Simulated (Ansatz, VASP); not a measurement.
**CoSi2: VASP beside Ansatz**

```xyz
3
Lattice="0.0000 2.6563 2.6563 2.6563 0.0000 2.6563 2.6563 2.6563 0.0000" Properties=species:S:1:pos:R:3 pbc="T T T"
Co    0.0000    0.0000    0.0000
Si    1.3281    1.5031    1.3281
Si    3.9844    4.1594    3.9844
```

Change from the starting cell: all Si atoms moved +0.175 Å, as atom 2 along Cartesian [0 1 0].

Alike in both runs: task single point; functional PBEsol; k mesh 16 × 16 × 16; occupations gaussian, width 0.15 eV; no spin polarisation.

|  | VASP | Ansatz |
| --- | --- | --- |
| version | VASP 6.6.1 | Ansatz 0.2.0 |
| potentials or method | VASP PAW PBE potentials, release 64 (Co, Si), cutoff 520 eV | scalar-relativistic, plane waves, PAW |
| valence electrons in the cell | 17 | 25 |

```tsv
	VASP	Ansatz	Ansatz less VASP
gap on the k mesh at the Fermi level (eV)	none	none	-
pressure (GPa)	2.7	2.6	-0.13
traceless stress, the component that is largest in VASP (GPa)	-1.05	-1.00	+0.050
rms of the force components (eV/Å)	0.901	0.890	-0.0111
```

VASP's potentials were made for PBE, not for PBEsol. Atom by atom the forces differ by 0.011 eV/Å (rms over components). A gap of «none» marks a metal or a gap that the smearing closes. VASP's potentials hold 17 valence electrons a cell and Ansatz's 25, so a difference there can come from the potentials and not from the codes.
